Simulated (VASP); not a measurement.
Write the native input for VASP 6.6.1 that does the following.

```yaml
Task: single point
Functional: PBEsol
Potentials_or_basis: VASP PAW PBE potentials, release 64 (Si, Ni)
Cutoff: 520 eV
k_mesh: 14 × 14 × 14
Occupations: gaussian, width 0.1 eV
Spin: no spin polarisation
Dipole_correction: no
Further_INCAR_settings: ALGO = Normal; EDIFF = 1e-07; NBANDS = 16
```

The structure of Si2Ni lies in POSCAR:

```
Si2Ni
1.0
    0.0000000000      2.7223625323      2.7223625323
    2.7223625323      0.0000000000      2.7223625323
    2.7223625323      2.7223625323      0.0000000000
Si Ni
2 1
Direct
    0.2500000000      0.2500000000      0.2500000000
    0.7500000000      0.7500000000      0.7500000000
    0.0000000000      0.0000000000      0.0000000000
```

The input as run:

INCAR

```
SYSTEM = Si2Ni
  PREC = Accurate
  ENCUT = 520
  EDIFF = 1E-7
  ISMEAR = 0
  SIGMA = 0.1
  LREAL = .FALSE.
  LASPH = .TRUE.
  NELM = 100
  ALGO = Normal
  ISIF = 2
  LWAVE = .FALSE.
  LCHARG = .FALSE.
  GGA = PS
  NBANDS = 16
```

KPOINTS

```
Automatic mesh
0
G
  14 14 14
  0 0 0
```

Potentials or basis: VASP PAW PBE potentials, release 64 (Si, Ni).

The run is started by

```sh
$ cat potpaw_PBE.64/Si/POTCAR potpaw_PBE.64/Ni/POTCAR > POTCAR
$ mpirun -np 1 vasp_std > vasp.out
```

It gave:

The pressure is -4.3 GPa. The band gap on the k mesh is zero (bands 9 and 10 overlap by 2.15 eV).

Caveat: the cell stands under tension; the PAW data sets were made with another functional, which shifts forces and pressure a little.

Wall time 2.3 min on 1 thread of Intel Xeon 8259CL, with other jobs on the host, peak memory 0.21 GiB.
